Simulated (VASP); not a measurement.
# Au (Cmcm) in VASP: settings compared, part 2 of 2

VASP 6.6.1.

## (6) Single point, PBEsol, non-collinear spin, zero start, spin-orbit coupling

This run uses another cell than the first one, of 17.65 Å³/atom.

Input file INCAR:

```
PREC = Accurate
ENCUT = 520
EDIFF = 1E-6
ISMEAR = -1
SIGMA = 0.05
LREAL = False
LASPH = True
NELM = 150
ALGO = Normal
ISIF = 2
LWAVE = False
LCHARG = False
MAGMOM = 0 0 0 0 0 0
LORBIT = 11
LSORBIT = True
GGA_COMPAT = False
LORBMOM = True
LMAXMIX = 4
GGA = PS
NBANDS = 34
```

Input file KPOINTS:

```
Automatic mesh
0
Gamma
  8 8 4
```

Input file POSCAR:

```
Au
1.0
    1.4113099650     -2.5559330250      0.0000000000
    1.4113099650      2.5559330250      0.0000000000
    0.0000000000      0.0000000000      4.8931696100
Au
2
Direct
    0.3346720300      0.6653279700      0.2500000000
    0.6653279700      0.3346720300      0.7500000000
```

Potentials or basis: VASP PAW PBE potentials, release 64 (Au).

Command:

```bash
$ cat potpaw_PBE.64/Au/POTCAR > POTCAR
$ mpirun -np 1 vasp_ncl > vasp.out
```

OUTCAR:

```text
PREC = Accurate
   ENCUT = 520
   EDIFF = 1E-6
   ISMEAR = -1
   LREAL = False
   LASPH = True
   NELM = 150
   ISIF = 2
   LORBIT = 11
   LSORBIT = True
   GGA = PS

 ion  position               nearest neighbor table
   1  0.335  0.665  0.250-   2 2.95   2 2.95   2 2.95   2 2.95   2 2.97   2 2.97
   2  0.665  0.335  0.750-   1 2.95   1 2.95   1 2.95   1 2.95   1 2.97   1 2.97

  LATTYP: Found a base centered orthorhombic cell.
 ALAT       =     2.8226199300
 B/A-ratio  =     1.8110359088
 C/A-ratio  =     1.7335559627

  Lattice vectors:

 A1 = (   1.4113099650,  -2.5559330250,   0.0000000000)
 A2 = (   1.4113099650,   2.5559330250,   0.0000000000)
 A3 = (   0.0000000000,   0.0000000000,   4.8931696100)

Analysis of symmetry for initial positions (statically):
=====================================================================
 Subroutine PRICEL returns:
 Original cell was already a primitive cell.

 Routine SETGRP: Setting up the symmetry group for a
 base centered orthorhombic supercell.

 Subroutine GETGRP returns: Found  8 space group operations
 (whereof  4 operations were pure point group operations)
 out of a pool of  8 trial point group operations.

The static configuration has the point symmetry C_2h.
 The point group associated with its full space group is D_2h.

Analysis of symmetry for dynamics (positions and initial velocities):
=====================================================================
 Subroutine PRICEL returns:
 Original cell was already a primitive cell.

 Routine SETGRP: Setting up the symmetry group for a
 base centered orthorhombic supercell.

 Subroutine GETGRP returns: Found  8 space group operations
 (whereof  4 operations were pure point group operations)
 out of a pool of  8 trial point group operations.

The dynamic configuration has the point symmetry C_2h.
 The point group associated with its full space group is D_2h.

Analysis of structural, dynamic, and magnetic symmetry:
=====================================================================
 Subroutine PRICEL returns:
 Original cell was already a primitive cell.

 Routine SETGRP: Setting up the symmetry group for a
 base centered orthorhombic supercell.

 Subroutine GETGRP returns: Found  8 space group operations
 (whereof  4 operations were pure point group operations)
 out of a pool of  8 trial point group operations.

The overall configuration has the point symmetry C_2h.
 The point group associated with its full space group is D_2h.

 Subroutine INISYM returns: Found  8 space group operations
 (whereof  4 operations are pure point group operations),
 and found     1 'primitive' translations

----------------------------------------------------------------------------------------

                                     Primitive cell

  volume of cell :      35.3014

[... 1034 lines left out ...]
 [... further k-points ...]

------------------------ aborting loop because EDIFF is reached ----------------------------------------

  FORCE on cell =-STRESS in cart. coord.  units (eV):
  Direction    XX          YY          ZZ          XY          YZ          ZX
  --------------------------------------------------------------------------------------
  -------------------------------------------------------------------------------------
  Total       -1.5964826     -0.9718266     -1.5292183      0.0000000      0.0000000      0.0000000
  in kB      -72.4573806    -44.1069697    -69.4045460      0.0000000      0.0000000      0.0000000
  external PRESSURE =     -61.9896321 kB  Pullay stress =       0.0000000 kB

 VOLUME and BASIS-vectors are now :
 -----------------------------------------------------------------------------
  energy-cutoff  :      520.00
  volume of cell :       35.30
      direct lattice vectors                 reciprocal lattice vectors
     1.411309965 -2.555933025  0.000000000     0.354280783 -0.195623279  0.000000000
     1.411309965  2.555933025  0.000000000     0.354280783  0.195623279  0.000000000
     0.000000000  0.000000000  4.893169610     0.000000000  0.000000000  0.204366511

 POSITION                                       TOTAL-FORCE (eV/Angst)
 -----------------------------------------------------------------------------------
      1.41131      0.84513      1.22329         0.000000      0.008962      0.000000
      1.41131     -0.84513      3.66988         0.000000     -0.008962     -0.000000
 -----------------------------------------------------------------------------------
    total drift:                               -0.000000     -0.000000      0.000000

  FREE ENERGIE OF THE ION-ELECTRON SYSTEM (eV)
  ---------------------------------------------------
  free  energy   TOTEN  =        -8.3620025273 eV

  energy  without entropy=       -8.3536249195  energy(sigma->0) =       -8.35781372

 orbital moment (x)

 # of ion     p       d       tot
 ----------------------------------------
  1         0.000  -0.000  -0.000
  2         0.000  -0.000  -0.000
 ----------------------------------------
            0.000  -0.000  -0.000

 orbital moment (y)

 # of ion     p       d       tot
 ----------------------------------------
  1         0.000   0.000   0.000
  2         0.000  -0.000  -0.000
 ----------------------------------------
            0.000  -0.000  -0.000

 orbital moment (z)

 # of ion     p       d       tot
 ----------------------------------------
  1         0.000   0.000   0.000
  2         0.000   0.000   0.000
 ----------------------------------------
            0.000   0.000   0.000

 Spin-Orbit-Coupling matrix elements

 Ion:    1  E_soc:     -0.5811090
 l=   1
     0.0000000    -0.0241199    -0.0258026
    -0.0241199     0.0000000    -0.0249568
    -0.0258026    -0.0249568     0.0000000
 l=   2
     0.0000000    -0.0135258     0.0000000    -0.0133150    -0.0591607
    -0.0135258     0.0000000    -0.0432942    -0.0132442    -0.0138126
     0.0000000    -0.0432942     0.0000000    -0.0442312     0.0000000
    -0.0133150    -0.0132442    -0.0442312     0.0000000    -0.0150913
    -0.0591607    -0.0138126     0.0000000    -0.0150913     0.0000000
 l=   3
     0.0000000     0.0000000     0.0000000     0.0000000     0.0000000     0.0000000     0.0000000
     0.0000000     0.0000000     0.0000000     0.0000000     0.0000000     0.0000000     0.0000000
     0.0000000     0.0000000     0.0000000     0.0000000     0.0000000     0.0000000     0.0000000
     0.0000000     0.0000000     0.0000000     0.0000000     0.0000000     0.0000000     0.0000000
     0.0000000     0.0000000     0.0000000     0.0000000     0.0000000     0.0000000     0.0000000
     0.0000000     0.0000000     0.0000000     0.0000000     0.0000000     0.0000000     0.0000000
     0.0000000     0.0000000     0.0000000     0.0000000     0.0000000     0.0000000     0.0000000

 Ion:    2  E_soc:     -0.5811090
 l=   1
     0.0000000    -0.0241199    -0.0258026
    -0.0241199     0.0000000    -0.0249568
    -0.0258026    -0.0249568     0.0000000
 l=   2
     0.0000000    -0.0135258     0.0000000    -0.0133150    -0.0591607
    -0.0135258     0.0000000    -0.0432942    -0.0132442    -0.0138126
     0.0000000    -0.0432942     0.0000000    -0.0442312     0.0000000
    -0.0133150    -0.0132442    -0.0442312     0.0000000    -0.0150913
    -0.0591607    -0.0138126     0.0000000    -0.0150913     0.0000000
 l=   3
     0.0000000     0.0000000     0.0000000     0.0000000     0.0000000     0.0000000     0.0000000
     0.0000000     0.0000000     0.0000000     0.0000000     0.0000000     0.0000000     0.0000000
     0.0000000     0.0000000     0.0000000     0.0000000     0.0000000     0.0000000     0.0000000
     0.0000000     0.0000000     0.0000000     0.0000000     0.0000000     0.0000000     0.0000000
     0.0000000     0.0000000     0.0000000     0.0000000     0.0000000     0.0000000     0.0000000
     0.0000000     0.0000000     0.0000000     0.0000000     0.0000000     0.0000000     0.0000000
     0.0000000     0.0000000     0.0000000     0.0000000     0.0000000     0.0000000     0.0000000

 total charge

# of ion       s       p       d       tot
------------------------------------------
    1        0.534   0.343   8.722   9.599
    2        0.534   0.343   8.722   9.599
--------------------------------------------------
tot          1.068   0.686  17.444  19.199

 magnetization (x)

# of ion       s       p       d       tot
------------------------------------------
    1        0.000   0.000   0.000   0.000
    2        0.000   0.000   0.000   0.000
--------------------------------------------------
tot          0.000   0.000   0.000   0.000

 magnetization (y)

# of ion       s       p       d       tot
------------------------------------------
    1        0.000   0.000   0.000   0.000
    2        0.000   0.000   0.000   0.000
--------------------------------------------------
tot          0.000   0.000   0.000   0.000

 magnetization (z)

# of ion       s       p       d       tot
------------------------------------------
    1        0.000   0.000   0.000   0.000
    2        0.000   0.000   0.000   0.000
--------------------------------------------------
tot          0.000   0.000   0.000   0.000
```

OSZICAR:

```text
N       E                     dE             d eps       ncg     rms          rms(c)
DAV:   1     0.140119209588E+03    0.14012E+03   -0.11255E+04  4284   0.126E+03
DAV:   2    -0.541272103930E+01   -0.14553E+03   -0.13696E+03  4658   0.296E+02
DAV:   3    -0.907870346474E+01   -0.36660E+01   -0.36251E+01  5028   0.469E+01
DAV:   4    -0.910044197384E+01   -0.21739E-01   -0.21731E-01  4750   0.368E+00
DAV:   5    -0.910065968958E+01   -0.21772E-03   -0.21771E-03  4872   0.407E-01    0.142E+01
DAV:   6    -0.841004202286E+01    0.69062E+00   -0.13980E+00  4514   0.112E+01    0.888E+00
DAV:   7    -0.836777617701E+01    0.42266E-01   -0.11900E-01  4942   0.314E+00    0.423E+00
DAV:   8    -0.836247977571E+01    0.52964E-02   -0.39793E-03  4562   0.494E-01    0.157E+00
DAV:   9    -0.836199542995E+01    0.48435E-03   -0.15224E-03  4758   0.353E-01    0.154E-01
DAV:  10    -0.836199851409E+01   -0.30841E-05   -0.19445E-05  4740   0.423E-02    0.394E-02
DAV:  11    -0.836200189972E+01   -0.33856E-05   -0.14541E-06  4148   0.118E-02    0.200E-02
DAV:  12    -0.836200252733E+01   -0.62761E-06   -0.22822E-07  2404   0.424E-03
   1 F= -.83620025E+01 E0= -.83578137E+01  d E =-.837761E-02  mag=     0.0000    -0.0000    -0.0000
```

stdout:

```text
POSCAR found type information on POSCAR Au
 POSCAR found :  1 types and       2 ions
 scaLAPACK will be used
 -----------------------------------------------------------------------------
|                                                                             |
|                                                                             |
|     You enforced a specific xc type in the INCAR file but a different       |
|     I HOPE YOU KNOW WHAT YOU ARE DOING!                                     |
|                                                                             |
 -----------------------------------------------------------------------------

 LDA part: xc-table for (Slater+PW92), standard interpolation
 POSCAR, INCAR and KPOINTS ok, starting setup
 FFT: planning ... GRIDC
 FFT: planning ... GRID_SOFT
 FFT: planning ... GRID
 WAVECAR not read
 entering main loop
```

Run time: 85 s. Hardware: 1 thread of AMD EPYC 7R13 (Zen 3), shared host; peak memory 0.27 GiB.

Results:

- Free energy: -8.3620 eV
- Pressure: -6.2 GPa
- Largest force: 0.009 eV/Å
- Net moment: 0.00 μB per cell
- Valence electrons inside the program's atomic spheres: Au 9.60

Forces in eV/Å, atoms in the order of the input:
```
Au   0.000  0.009  0.000
Au   0.000 -0.009  0.000
```

Moments on the atoms (μB; x, y, z):
```
Au  0.00 0.00 0.00
Au  0.00 0.00 0.00
```

Caveat: the cell stands under tension; the PAW data sets were made with another functional, which shifts forces and pressure a little.

## (7) Overview

| level | spin | cell | k mesh | gap on the mesh (eV) | pressure (GPa) | largest force (eV/Å) |
| --- | --- | --- | --- | --- | --- | --- |
| r2SCAN | off | a = 2.977, b = 2.977, c = 4.989 Å, angles 90.0, 90.0, 122.2°, 2 atoms | 11 × 11 × 6 | none | -7.6 | - |
| PBEsol | off | a = 2.980, b = 2.980, c = 4.697 Å, angles 90.0, 90.0, 122.2°, 2 atoms | 11 × 11 × 6 | none | -5.5 | 0.04 |
| PBEsol | off | a = 2.949, b = 2.949, c = 4.795 Å, angles 90.0, 90.0, 122.2°, 2 atoms | 11 × 11 × 6 | none | -5.7 | 0.03 |
| PBEsol | off | a = 2.920, b = 2.920, c = 4.893 Å, angles 90.0, 90.0, 122.2°, 2 atoms | 8 × 8 × 4 | none | -5.0 | 0.01 |
| PBEsol | non-collinear, zero start, SOC | a = 2.920, b = 2.920, c = 4.893 Å, angles 90.0, 90.0, 122.2°, 2 atoms | 8 × 8 × 4 | - | -6.2 | 0.01 |

Alike in all rows: task single point; potentials or basis VASP PAW PBE potentials, release 64 (Au); cutoff (eV) 520; smearing fermi-dirac 0.05 eV.

Caveats: the cell stands under tension; the PAW data sets were made with another functional, which shifts forces and pressure a little; spin-orbit coupling is left out, which moves the levels of the heavy elements (at least some runs).

Total energies depend on the potentials used, so only differences within one code and one set of settings carry meaning.
